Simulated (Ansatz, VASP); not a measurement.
# CaF2 in VASP and in Ansatz

File POSCAR:

```
CaF2
1.0
    0.0000000000      2.7310000000      2.7218966667
    2.7310000000      0.0000000000      2.7218966667
    2.7310000000      2.7310000000      0.0000000000
Ca F
1 2
Direct
    0.0000000000      0.0000000000      0.0000000000
    0.2500000000      0.2500000000      0.2500000000
    0.7500000000      0.7500000000      0.7500000000
```

File INCAR.step1:

```
SYSTEM = CaF2
PREC     = Accurate       ! precision mode
ENCUT    = 660            ! plane-wave cutoff, eV
ISMEAR   = 0              ! smearing method
SIGMA    = 0.05           ! smearing width, eV
LREAL    = .FALSE.        ! projectors in reciprocal space
LASPH    = .TRUE.         ! aspherical terms in the spheres
NELM     = 120            ! most SCF steps
NBANDS   = 19             ! bands
GGA      = PE             ! functional
ALGO     = Normal         ! electronic algorithm
EDIFF    = 1E-5           ! SCF threshold, eV
LWAVE    = .TRUE.         ! write WAVECAR
LCHARG   = .FALSE.        ! write CHGCAR
GGA_COMPAT= .FALSE.
```

INCAR.step2

```
SYSTEM = CaF2
PREC     = Accurate       ! precision mode
ENCUT    = 660            ! plane-wave cutoff, eV
EDIFF    = 1E-6           ! SCF threshold, eV
ISMEAR   = 0              ! smearing method
SIGMA    = 0.05           ! smearing width, eV
LREAL    = .FALSE.        ! projectors in reciprocal space
LASPH    = .TRUE.         ! aspherical terms in the spheres
NELM     = 120            ! most SCF steps
ALGO     = Normal         ! electronic algorithm
ISIF     = 2              ! what is computed and relaxed
LWAVE    = .FALSE.        ! write WAVECAR
LCHARG   = .FALSE.        ! write CHGCAR
METAGGA  = R2SCAN         ! meta-GGA
LMIXTAU  = .TRUE.       
NBANDS   = 19             ! bands
ISTART   = 1            
GGA_COMPAT= .FALSE.
```

KPOINTS

```
regular mesh
0
G
  6 6 6
  0 0 0
```

Input for Ansatz:

```yaml
crystal:
  lattice:
    - [0.0, 2.731, 2.721896666666667]
    - [2.731, 0.0, 2.721896666666667]
    - [2.731, 2.731, 0.0]
  atoms:
    - { symbol: Ca, position: [0.0, 0.0, 0.0] }
    - { symbol: F, position: [0.25, 0.25, 0.25] }
    - { symbol: F, position: [0.75, 0.75, 0.75] }
basis:
  ecutwfc: 520.0
kpoints:
  mp_grid:
    grid: [6, 6, 6]
hamiltonian:
  xc: r2scan
scf:
  occupations:
    method: gaussian
    width: 0.05
output:
  stress: true
```

Alike in both runs: task single point; functional r2SCAN; k mesh 6 × 6 × 6; occupations gaussian, width 0.05 eV; no spin polarisation.

|  | VASP | Ansatz |
| --- | --- | --- |
| version | VASP 6.6.1 | Ansatz 0.2.0 |
| potentials or method | VASP PAW PBE potentials, release 64 (Ca_sv, F), cutoff 660 eV | plane waves, PAW |
| valence electrons in the cell | 24 | 24 |

```tsv
	VASP	Ansatz	Ansatz less VASP
pressure (GPa)	-0.4	-0.8	-0.39
traceless stress, the component that is largest in VASP (GPa)	0.27	0.27	+0.004
```

VASP's potentials were made for PBE, not for r2SCAN. With one functional, cell and mesh, what is left measures potentials, basis and numerics.
